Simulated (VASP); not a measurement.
Input of a VASP 6.6.1 run:

INCAR

```
SYSTEM = CrCoC4N4
ALGO = Normal ; EDIFF = 1E-6
ENCUT = 520 ; GGA = PE
ISIF = 2 ; ISMEAR = 0
ISPIN = 2 ; LASPH = .TRUE.
LCHARG = .FALSE. ; LMAXMIX = 4
LORBIT = 11 ; LREAL = .FALSE.
LWAVE = .FALSE. ; MAGMOM = 3 3 0 0 0 0 0 0 0 0
NBANDS = 44 ; NELM = 150
PREC = Accurate ; SIGMA = 0.1
```

Contents of KPOINTS:

```
k-points
0
G
  4 4 4
  0 0 0
```

The input POSCAR:

```
CrCoC4N4
1.0
    5.7466829774      0.0000000000      0.0000000000
    0.0000000000      5.7466829774      0.0000000000
    0.0000000000      0.0000000000      5.7466829774
Cr Co C N
1 1 4 4
Direct
    0.0000000000      0.0000000000      0.0000000000
    0.5000000000      0.5000000000      0.5000000000
    0.1919256800      0.1919256800      0.1919256800
    0.1919256800      0.8080743200      0.8080743200
    0.8080743200      0.1919256800      0.8080743200
    0.8080743200      0.8080743200      0.1919256800
    0.3105780514      0.3105780514      0.3105780514
    0.3105780514      0.6894219486      0.6894219486
    0.6894219486      0.3105780514      0.6894219486
    0.6894219486      0.6894219486      0.3105780514
```

Potentials or basis: VASP PAW PBE potentials, release 64 (Cr_pv, Co, C, N).

Launch:

```bash
$ cat potpaw_PBE.64/Cr_pv/POTCAR potpaw_PBE.64/Co/POTCAR potpaw_PBE.64/C/POTCAR potpaw_PBE.64/N/POTCAR > POTCAR
$ mpirun -np 1 vasp_std > vasp.out
```

Estimate the site moments.

Cr +1.31; Co +0.22; C -0.04; N +0.05 μB.

Predict the pressure.

-1.1 GPa.

What does it give for the net moment?

1.67 μB per cell.

Forces in eV/Å, atoms in the order of the input:
```
Cr   0.000  0.000  0.000
Co   0.000  0.000  0.000
C   -0.381 -0.381 -0.381
C   -0.381  0.381  0.381
C    0.381 -0.381  0.381
C    0.381  0.381 -0.381
N    0.777  0.777  0.777
N    0.777 -0.777 -0.777
N   -0.777  0.777 -0.777
N   -0.777 -0.777  0.777
```

Caveat: only a ferromagnetic start was run, and an antiferromagnetic order may lie lower in energy; forces of over 1 eV/Å act on the atoms, so gaps and moduli don't describe the material at rest.
